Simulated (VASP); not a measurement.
Input of a VASP 6.6.1 run:

INCAR

```
SYSTEM = Rh
PREC = Accurate
ENCUT = 600
EDIFF = 1E-8
ISMEAR = -1
SIGMA = 0.05
LREAL = .FALSE.
LASPH = .TRUE.
NELM = 80
ALGO = Normal
ISIF = 3
LWAVE = .FALSE.
LCHARG = .TRUE.
GGA = PS
NBANDS = 14
IBRION = 6
NFREE = 2
POTIM = 0.015
NSW = 1
```

File KPOINTS:

```
regular mesh
0
G
  9 9 9
  0 0 0
```

POSCAR

```
Rh
1.0
    0.0000000000      1.8978500000      1.8978500000
    1.8978500000      0.0000000000      1.8978500000
    1.8978500000      1.8978500000      0.0000000000
Rh
1
Direct
    0.0000000000      0.0000000000      0.0000000000
```

Potentials or basis: VASP PAW PBE potentials, release 64 (Rh_pv).

Launch:

```console
$ cat potpaw_PBE.64/Rh_pv/POTCAR > POTCAR
$ mpirun -np 1 vasp_std > vasp.out
```

**Question.** Predict the elastic constants C11, C12, C44.

**Answer.** 472, 187, 216 GPa.

**Question.** Predict the Voigt bulk modulus.

**Answer.** 282 GPa.

Clamped-ion elastic tensor (GPa):
```
472 187 187   0   0   0
187 472 187   0   0   0
187 187 472   0   0   0
  0   0   0 216   0   0
  0   0   0   0 216   0
  0   0   0   0   0 216
```

Caveat: the cell is under stress, which shifts elastic constants; the PAW data sets were made with another functional, which shifts forces and pressure a little.
